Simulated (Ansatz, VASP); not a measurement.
MgS in VASP and in Ansatz

The input POSCAR:

```
MgS
1.0
    0.0000000000      2.8308747668      2.8308747668
    2.8308747668      0.0000000000      2.8308747668
    2.8308747668      2.8308747668      0.0000000000
Mg S
1 1
Direct
    0.0000000000      0.0000000000      0.0000000000
    0.7500000000      0.7500000000      0.7500000000
```

Contents of INCAR.step1:

```
SYSTEM = MgS
ALGO = Normal
EDIFF = 1E-5
ENCUT = 520
GGA = PE
ISIF = 2
ISMEAR = 0
LASPH = .TRUE.
LCHARG = .FALSE.
LREAL = .FALSE.
LWAVE = .TRUE.
NBANDS = 11
NELM = 80
PREC = Accurate
SIGMA = 0.01
```

INCAR.step2

```
SYSTEM = MgS
AEXX = 0.1
ALGO = Normal
EDIFF = 1E-6
ENCUT = 520
GGA = PE
HFSCREEN = 0.1
ISIF = 2
ISMEAR = 0
ISTART = 1
LASPH = .TRUE.
LCHARG = .FALSE.
LHFCALC = .TRUE.
LREAL = .FALSE.
LWAVE = .FALSE.
NBANDS = 11
NELM = 80
PREC = Accurate
PRECFOCK = Normal
SIGMA = 0.01
```

The input KPOINTS:

```
k-points
0
G
  4 4 4
  0 0 0
```

Input for Ansatz:

```yaml
crystal:
  lattice:
    - [0.0, 2.8308747668, 2.8308747668]
    - [2.8308747668, 0.0, 2.8308747668]
    - [2.8308747668, 2.8308747668, 0.0]
  atoms:
    - { symbol: Mg, position: [0.0, 0.0, 0.0] }
    - { symbol: S, position: [0.75, 0.75, 0.75] }
kpoints:
  mp_grid: { grid: [4, 4, 4] }
hamiltonian:
  xc: { exchange: pbe, correlation: pbe, exx: { coeff: 0.1, omega: 0.1 } }
scf:
  occupations: { method: fixed }
  n_extra_bands: 4
output:
  forces: true
  stress: true
  eigenvalues: true
```

Alike in both runs: task single point; functional PBE-based screened hybrid with a share of 0.1 of exact exchange and HFSCREEN = 0.1; k mesh 4 × 4 × 4; no spin polarisation.

|  | VASP | Ansatz |
| --- | --- | --- |
| version | VASP 6.6.1 | Ansatz 0.2.0 |
| potentials or method | VASP PAW PBE potentials, release 64 (Mg, S) | plane waves |
| plane-wave cutoff (eV) | 520 | 420 |
| occupations | gaussian, width 0.01 eV | fixed |
| valence electrons in the cell | 8 | 16 |

VASP gave:

```
gap on the k mesh at the Fermi level (eV) : 4.01
pressure (GPa)                            : 0.5
```

Task: Estimate Ansatz's values.

Result: gap on the k mesh at the Fermi level (eV): 4.01; pressure (GPa): 0.7.

VASP's potentials were made for PBE, not for PBE-based screened hybrid. VASP's potentials hold 8 valence electrons a cell and Ansatz's 16, so a difference there can come from the potentials and not from the codes. Ansatz's warnings: stress exchange threshold loose, stress scf threshold loose.

The k mesh is coarse, so the values compare programs but aren't converged.
